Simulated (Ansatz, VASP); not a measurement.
SiC in VASP and in Ansatz

Contents of INCAR:

```
PREC     = Accurate       # precision mode
ENCUT    = 600            # plane-wave cutoff, eV
EDIFF    = 1E-7           # SCF threshold, eV
ISMEAR   = 0              # smearing method
SIGMA    = 0.02           # smearing width, eV
LREAL    = F              # projectors in reciprocal space
LASPH    = T              # aspherical terms in the spheres
NELM     = 120            # most SCF steps
ALGO     = Normal         # electronic algorithm
ISIF     = 3              # what is computed and relaxed
LWAVE    = F              # write WAVECAR
LCHARG   = F              # write CHGCAR
GGA      = CA             # functional
IBRION   = 2              # ionic algorithm
NSW      = 70             # ionic steps
EDIFFG   = -0.005         # ionic threshold
GGA_COMPAT= F            
NELMIN   = 4
```

Contents of KPOINTS:

```
regular mesh
0
Gamma
  10 10 10
```

The input POSCAR:

```
SiC
1.0
    0.0000000000      2.1898675894      2.1898675894
    2.1898675894      0.0000000000      2.1898675894
    2.1898675894      2.1898675894      0.0000000000
Si C
1 1
Direct
    0.0000000000      0.0000000000      0.0000000000
    0.2500000000      0.2500000000      0.2500000000
```

Input for Ansatz:

```yaml
crystal:
  lattice:
    - [0.0, 2.1898675894, 2.1898675894]
    - [2.1898675894, 0.0, 2.1898675894]
    - [2.1898675894, 2.1898675894, 0.0]
  atoms:
    - { symbol: Si, position: [0.0, 0.0, 0.0] }
    - { symbol: C, position: [0.25, 0.25, 0.25] }
basis:
  ecutwfc: 420
kpoints:
  mp_grid: { grid: [10, 10, 10] }
hamiltonian:
  xc: lda
scf:
  occupations: { method: gaussian, width: 0.02 }
output:
  forces: true
  stress: true
  eigenvalues: true
relax:
  adjacent_minimum: "off"
  f_tol: 0.005
  max_steps: 50
  cell: { stress_tol: 0.05 }
```

Alike in both runs: task relaxation of cell and atoms; functional LDA; k mesh 10 × 10 × 10; occupations gaussian, width 0.02 eV; no spin polarisation.

|  | VASP | Ansatz |
| --- | --- | --- |
| version | VASP 6.6.1 | Ansatz 0.2.0 |
| potentials or method | VASP PAW LDA potentials, release 64 (Si, C), cutoff 600 eV | scalar-relativistic, plane waves, PAW |
| valence electrons in the cell | 8 | 8 |

|  | VASP | Ansatz | Ansatz less VASP |
| --- | --- | --- | --- |
| gap on the k mesh at the Fermi level, each at its own relaxed structure (eV) | 1.29 | 1.30 | +0.011 |
| relaxed volume (Å³/atom) | 10.15 | 10.14 | -0.012 |
| relaxed length of the cell vector where the two differ most in proportion (Å) | 3.062 | 3.061 | -0.0012 |

LDA's correlation is that of Perdew and Zunger in VASP and of Perdew and Wang (1992) in Ansatz.
